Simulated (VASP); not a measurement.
Write the native input for VASP 6.6.1 that does the following.

* Task: relaxation of cell and atoms
* Functional: PBE
* Potentials or basis: VASP PAW PBE potentials, release 64 (Sn_d, O)
* Cutoff: 600 eV
* k mesh: 12 × 12 × 4
* Occupations: gaussian, width 0.1 eV
* Spin: no spin polarisation
* Dipole correction: no
* Further INCAR settings: ALGO = Normal; EDIFF = 1e-06; IBRION = 2; EDIFFG = -0.01; NSW = 100; ISIF = 3

The structure of Sn3O2 lies in POSCAR:

```
Sn3O2
1.0
    3.3520408472      0.0000000000      0.0000000000
   -1.6760204236      2.9029525282      0.0000000000
    0.0000000000      0.0000000000     10.4565680011
Sn O
3 2
Direct
    0.0000000000      0.0000000000      0.0000000000
    0.3333333333      0.6666666667      0.6531167823
    0.6666666667      0.3333333333      0.3468832177
    0.3333333333      0.6666666667      0.2382426880
    0.6666666667      0.3333333333      0.7617573120
```

One way to write it, as run:

INCAR

```
PREC = Accurate
ENCUT = 600
EDIFF = 1E-6
ISMEAR = 0
SIGMA = 0.1
LREAL = F
LASPH = T
NELM = 60
ALGO = Normal
ISIF = 3
LWAVE = F
LCHARG = F
GGA = PE
IBRION = 2
NSW = 100
EDIFFG = -0.01
```

KPOINTS

```
Automatic mesh
0
Gamma
  12 12 4
```

Potentials or basis: VASP PAW PBE potentials, release 64 (Sn_d, O).

Run with:

```sh
$ cat potpaw_PBE.64/Sn_d/POTCAR potpaw_PBE.64/O/POTCAR > POTCAR
$ mpirun -np 1 vasp_std > vasp.out
```

It gave:

| Property | Result |
| --- | --- |
| Relaxed volume | 19.61 Å³/atom |
| Relaxed cell | a = 3.321 Å, b = 3.321 Å, c = 10.264 Å, α = 90.00°, β = 90.00°, γ = 120.00° |
| Space group after relaxing (to 0.1 Å) | P-3m1 (No. 164) |
| Energy gained by relaxing | 4.4 meV/atom |
| Ionic steps | 17 |
| Pressure after relaxing | 0.0 GPa |
| Largest force after relaxing | 0.009 eV/Å |
| Band gap on the k mesh | zero (bands 27 and 28 overlap by 2.20 eV) |

Caveat: spin-orbit coupling is left out, which moves the levels of the heavy elements.

Wall time 59 min on 1 thread of Oxide Virtual Turin-like Processor, on a shared host, peak memory 0.38 GiB.
